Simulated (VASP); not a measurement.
Runs of VASP 6.6.1 on SiC. The structure is that of space group P6_3mc (No. 186), or close to it. The cells are those of the table. 

| cell | gap on the mesh (eV) | pressure (GPa) | largest force (eV/Å) |
| --- | --- | --- | --- |
| a = 3.078, b = 3.078, c = 10.613 Å, angles 90.0, 90.0, 120.0°, 8 atoms | 1.84 | -9.3 | 0.28 |
| a = 3.293, b = 3.294, c = 9.807 Å, angles 90.0, 90.0, 120.0°, 8 atoms | 1.57 | (a) | 0.89 |
| a = 2.863, b = 2.863, c = 10.882 Å, angles 90.0, 90.0, 120.0°, 8 atoms | 1.10 | 25.2 | 1.23 |
| a = 2.863, b = 2.863, c = 9.270 Å, angles 90.0, 90.0, 120.0°, 8 atoms | 2.14 | (b) | (c) |
| a = 3.006, b = 3.006, c = 9.807 Å, angles 90.0, 90.0, 120.0°, 8 atoms | 2.14 | 19.5 | 0.07 |

Alike in all rows: task single point; level PBEsol; potentials or basis VASP PAW PBE potentials, release 64 (Si, C); no spin polarisation; k mesh 12 × 12 × 4; cutoff (eV) 520; smearing gaussian 0.05 eV.

Estimate the missing entries.

(a) -16.9; (b) 78.9; (c) 0.40.

Caveats: the PAW data sets were made with another functional, which shifts forces and pressure a little.

A k mesh can miss the band edges.
